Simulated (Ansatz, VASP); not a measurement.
# One calculation of SnO, two programs

File INCAR:

```
PREC     = Accurate       # precision mode
ENCUT    = 520            # plane-wave cutoff, eV
EDIFF    = 1E-6           # SCF threshold, eV
ISMEAR   = 0              # smearing method
SIGMA    = 0.15           # smearing width, eV
LREAL    = F              # projectors in reciprocal space
LASPH    = T              # aspherical terms in the spheres
NELM     = 100            # most SCF steps
ALGO     = Normal         # electronic algorithm
ISIF     = 2              # what is computed and relaxed
LWAVE    = F              # write WAVECAR
LCHARG   = F              # write CHGCAR
NBANDS   = 28             # bands
```

File KPOINTS:

```
regular mesh
0
Gamma
  12 12 10
```

File POSCAR:

```
SnO
1.0
    3.6651890545      0.0000000000      0.0000000000
    0.0000000000      3.6651890545      0.0000000000
    0.0000000000      0.0000000000      5.1140382877
Sn O
2 2
Direct
    0.0000000000      0.5000000000      0.2457459271
    0.5000000000      0.0000000000      0.7542540729
    0.0000000000      0.0000000000      0.0000000000
    0.5000000000      0.5000000000      0.0000000000
```

Input for Ansatz:

```yaml
crystal:
  lattice:
    - [3.6651890545, 0.0, 0.0]
    - [0.0, 3.6651890545, 0.0]
    - [0.0, 0.0, 5.1140382877]
  atoms:
    - { symbol: Sn, position: [0.0, 0.5, 0.2457459271] }
    - { symbol: Sn, position: [0.5, 0.0, 0.7542540729] }
    - { symbol: O, position: [0.0, 0.0, 0.0] }
    - { symbol: O, position: [0.5, 0.5, 0.0] }
basis:
  ecutwfc: 520.0
kpoints:
  mp_grid: { grid: [12, 12, 10] }
hamiltonian:
  xc: lda
scf:
  occupations: { method: gaussian, width: 0.15 }
output:
  forces: true
  stress: true
  eigenvalues: true
```

Alike in both runs: task single point; functional LDA; k mesh 12 × 12 × 10; occupations gaussian, width 0.15 eV; no spin polarisation.

```csv
,VASP,Ansatz
version,VASP 6.6.1,Ansatz 0.2.0
potentials or method,"VASP PAW LDA potentials, release 64 (Sn_d, O), cutoff 520 eV","scalar-relativistic, plane waves, PAW"
valence electrons in the cell,40,40
```

Ansatz gave:

| Item | Value |
| --- | --- |
| gap on the k mesh at the Fermi level (eV) | none |
| pressure (GPa) | -2.5 |
| traceless stress, the component that is largest in VASP (GPa) | -7.19 |
| rms of the force components (eV/Å) | 0.555 |

Task: What did VASP give for the same quantities?

Result: gap on the k mesh at the Fermi level (eV): none; pressure (GPa): -2.1; traceless stress, the component that is largest in VASP (GPa): -7.13; rms of the force components (eV/Å): 0.507.

LDA's correlation is that of Perdew and Zunger in VASP and of Perdew and Wang (1992) in Ansatz. Atom by atom the forces differ by 0.048 eV/Å (rms over components). A gap of «none» marks a metal or a gap that the smearing closes.
